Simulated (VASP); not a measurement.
TiSe2, 3 atoms in the cell. It takes space group P-3m1 (No. 164, trigonal). Conventional cell: a = 3.477 Å, b = 3.477 Å, c = 5.935 Å, α = 90.00°, β = 90.00°, γ = 120.00°. Ti (site symmetry -3m) has 6 Se at 2.53 Å within 3.3 Å. Se (site symmetry 3m) has 3 Ti at 2.53 Å within 3.3 Å. 

- Program: VASP 6.6.1
- Task: density of states
- Functional: PBEsol
- Potentials or basis: VASP PAW PBE potentials, release 64 (Ti_sv, Se)
- Cutoff: 400 eV
- k mesh: 10 × 10 × 6
- Occupations: gaussian, width 0.05 eV
- Spin: no spin polarisation
- Dipole correction: no
- k mesh for the DOS: 15 × 15 × 9
- Occupations for the DOS: tetrahedron
- Further INCAR settings: ALGO = Normal; EDIFF = 1e-06; NBANDS = 19

Potentials or basis: VASP PAW PBE potentials, release 64 (Ti_sv, Se).

Command:

```sh
$ cat potpaw_PBE.64/Ti_sv/POTCAR potpaw_PBE.64/Se/POTCAR > POTCAR
$ cp INCAR.step1 INCAR
$ cp KPOINTS.step1 KPOINTS
$ mpirun -np 1 vasp_std > vasp.out
$ cp INCAR.step2 INCAR
$ cp KPOINTS.step2 KPOINTS
$ mpirun -np 1 vasp_std > vasp.out
```

Hardware: 1 thread of Intel(R) Xeon(R) Platinum 8375C CPU @ 2.90GHz (Ice Lake) (shared host).

Task: How long does it take, and how much memory?

Result: Wall time 2.5 min on 1 thread of Intel(R) Xeon(R) Platinum 8375C CPU @ 2.90GHz (Ice Lake), with other jobs on the host, peak memory 0.27 GiB. Counts: k points 211.
